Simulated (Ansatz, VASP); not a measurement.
Cu: VASP beside Ansatz

File INCAR:

```
  PREC = Accurate
  ENCUT = 520
  EDIFF = 1E-6
  ISMEAR = -1
  SIGMA = 0.08
  LREAL = False
  LASPH = True
  NELM = 60
  ALGO = Normal
  ISIF = 2
  LWAVE = False
  LCHARG = False
  GGA = PE
  NBANDS = 12
```

File KPOINTS:

```
regular mesh
0
Gamma
  19 19 19
```

The input POSCAR:

```
Cu
1.0
    0.0000000000      1.8253972036      1.8253972036
    1.8253972036      0.0000000000      1.8253972036
    1.8253972036      1.8253972036      0.0000000000
Cu
1
Direct
    0.0000000000      0.0000000000      0.0000000000
```

Input for Ansatz:

```yaml
crystal:
  lattice:
    - [0.0, 1.8253972036, 1.8253972036]
    - [1.8253972036, 0.0, 1.8253972036]
    - [1.8253972036, 1.8253972036, 0.0]
  atoms:
    - { symbol: Cu, position: [0.0, 0.0, 0.0] }
kpoints:
  mp_grid: { grid: [19, 19, 19] }
scf:
  occupations: { method: fermi_dirac, width: 0.08 }
hamiltonian:
  xc: pbe
  pseudopotentials: { kind: all_electron, lapw: { basis_error: 0.00025 } }
output:
  forces: true
  stress: true
  eigenvalues: true
```

Change from the starting cell: volume scaled by 1.03.

Alike in both runs: task single point; functional PBE; k mesh 19 × 19 × 19; occupations fermi-dirac, width 0.08 eV; no spin polarisation.

|  | VASP | Ansatz |
| --- | --- | --- |
| version | VASP 6.6.1 | Ansatz 0.2.0 |
| potentials or method | VASP PAW PBE potentials, release 64 (Cu), cutoff 520 eV | all-electron LAPW, scalar-relativistic |

|  | VASP | Ansatz | Ansatz less VASP |
| --- | --- | --- | --- |
| pressure (GPa) | -1.8 | -2.4 | -0.60 |

Ansatz ran all-electron here, and VASP with PAW potentials.
